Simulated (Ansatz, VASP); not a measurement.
One calculation of HfO2, two programs

```
Hf O
1.0
     0.00000    2.55750    2.55750
     2.55750    0.00000    2.55750
     2.55750    2.55750    0.00000
Hf O
1 2
Cartesian
  -0.0370 -0.0159 0.0251
  3.8515 3.8457 3.8239
  1.2535 1.2817 1.2562
```

Change from the starting cell: atoms moved at random, drawn with an rms of 0.05 Å.

Alike in both runs: task single point; functional PBE; k mesh 9 × 9 × 9; occupations fermi-dirac, width 0.05 eV; no spin polarisation.

|  | VASP | Ansatz |
| --- | --- | --- |
| version | VASP 6.6.1 | Ansatz 0.2.0 |
| potentials or method | VASP PAW PBE potentials, release 64 (Hf_pv, O) | Ansatz PAW |
| plane-wave cutoff (eV) | 520 | 420 |
| valence electrons in the cell | 22 | 38 |

```csv
,VASP,Ansatz,Ansatz less VASP
gap on the k mesh at the Fermi level (eV),3.83,3.83,-0.006
least direct gap on the mesh (eV),3.94,3.94,-0.006
pressure (GPa),-5.6,-2.1,+3.53
"traceless stress, the component that is largest in VASP (GPa)",0.93,1.05,+0.118
rms of the force components (eV/Å),0.191,0.196,+0.0053
```

Atom by atom the forces differ by 0.008 eV/Å (rms over components). VASP's potentials hold 22 valence electrons a cell and Ansatz's 38, so a difference there can come from the potentials and not from the codes.

Neither program's run includes spin-orbit coupling. Noted on Ansatz's run: odd divisions of the mesh miss points on the zone boundary, where band edges often lie, so the gap on the mesh can be too wide.
